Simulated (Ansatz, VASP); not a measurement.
AlN: VASP beside Ansatz

```xyz
16
Lattice="0.0000 4.3680 4.3680 4.3680 0.0000 4.3680 4.3680 4.3680 0.0000" Properties=species:S:1:pos:R:3 pbc="T T T"
Al    0.0000    0.0000    0.0000
Al    2.1840    2.1840    0.0000
Al    2.1840    0.0000    2.1840
Al    4.3680    2.1840    2.1840
Al    0.0000    2.1840    2.1840
Al    2.1840    4.3680    2.1840
Al    2.1840    2.1840    4.3680
Al    4.3680    4.3680    4.3680
N     3.2760    3.2760    3.2760
N     5.4600    5.4600    3.2760
N     5.4600    3.2760    5.4600
N     7.6440    5.4600    5.4600
N     3.2760    5.4600    5.4600
N     5.4600    7.6440    5.4600
N     5.4600    5.4600    7.6440
N     7.6440    7.6440    7.6440
```

Alike in both runs: task single point; functional PBE; k mesh 2 × 2 × 2; occupations fermi-dirac, width 0.05 eV; no spin polarisation.

|  | VASP | Ansatz |
| --- | --- | --- |
| version | VASP 6.6.1 | Ansatz 0.2.0 |
| potentials or method | VASP PAW PBE potentials, release 64 (Al, N) | plane waves, PAW |
| plane-wave cutoff (eV) | 600 | 420 |
| valence electrons in the cell | 64 | 64 |

|  | VASP | Ansatz | Ansatz less VASP |
| --- | --- | --- | --- |
| gap on the k mesh at the Fermi level (eV) | 3.29 | 3.30 | +0.008 |

The k mesh is coarse, so the values compare programs but aren't converged.
